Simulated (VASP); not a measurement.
Here is a VASP 6.6.1 calculation.

Contents of INCAR:

```
PREC = Accurate ; ENCUT = 520
EDIFF = 1E-6 ; ISMEAR = 0
SIGMA = 0.2 ; LREAL = F
LASPH = T ; NELM = 60
ALGO = Normal ; ISIF = 2
LWAVE = F ; LCHARG = F
GGA = PE ; NBANDS = 20
```

KPOINTS

```
regular mesh
0
Gamma
  6 6 4
```

Contents of POSCAR:

```
AlH5
1.0
    3.5222376632     -0.0052874387     -0.0031221335
   -0.0053515684      3.5119026235      0.0001247390
   -0.0069652326      0.0005555907      7.0095105993
Al H
2 10
Direct
    0.3281241824      0.6756801902      0.1665971425
    0.3385344260      0.6576646378      0.6668286775
    0.3342220891      0.1719227480      0.1665432037
    0.3324435370      0.1613818579      0.6667792850
    0.8302476163      0.6639517011      0.1670496354
    0.8364603421      0.6693375509      0.6663080385
    0.8062975706      0.2412912631      0.3813282520
    0.7903921049      0.2250784168      0.9556883162
    0.3333787455      0.6666272623      0.4167185351
    0.3333308144      0.6667197818      0.9166923095
   -0.1391676523      0.0915461969      0.4522379142
   -0.1242637761      0.1087983931     -0.1227713098
```

Potentials or basis: VASP PAW PBE potentials, release 64 (Al, H).

Launch:

```console
$ cat potpaw_PBE.64/Al/POTCAR potpaw_PBE.64/H/POTCAR > POTCAR
$ mpirun -np 1 vasp_std > vasp.out
```

**Question.** What does it give for the pressure?

**Answer.** -0.1 GPa.

**Question.** Estimate the largest force.

**Answer.** 0.022 eV/Å.

Stress tensor (GPa, compression positive):
```
-0.11  0.00  0.06
 0.00 -0.18 -0.02
 0.06 -0.02 -0.11
```
